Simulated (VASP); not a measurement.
MgS: single point with PBE

MgS:

```
CELL_PARAMETERS angstrom
0.00000 2.60440 2.60440
2.60440 0.00000 2.60440
2.60440 2.60440 0.00000
ATOMIC_POSITIONS crystal
Mg 0.68300 0.65100 0.91800
S 0.18300 0.15100 0.41800
```

| Property | Result |
| --- | --- |
| Program | VASP 6.6.1 |
| Task | single point |
| Functional | PBE |
| Potentials or basis | VASP PAW PBE potentials, release 64 (Mg, S) |
| Cutoff | 600 eV |
| k mesh | 6 × 6 × 6 |
| Occupations | fermi-dirac, width 0.136057 eV |
| Spin | no spin polarisation |

```yaml
Pressure: 0.7 GPa
Band_gap_on_the_k_mesh: 2.77 eV, indirect (least direct gap 3.68 eV)
```

Levels at points of the mesh, in eV from the valence-band top:
```
           k point  band 1  band 2  band 3  band 4  band 5  band 6  band 7  band 8  band 9
(0.00, 0.00, 0.00)  -12.65    0.00    0.00    0.00    3.68    7.96    7.96    7.96   10.34
(0.50, 0.00, 0.00)  -11.35   -4.81   -0.59   -0.59    4.54    6.90    6.90   10.08   12.14
(0.50, 0.50, 0.00)  -10.98   -4.18   -1.68   -1.68    2.77    4.40   11.97   12.81   13.34
```

Run time: 9.2 s on 1 thread of AMD EPYC 7R13 Processor (Zen 3), on a shared host, peak memory 0.13 GiB.

A k mesh can miss the band edges.
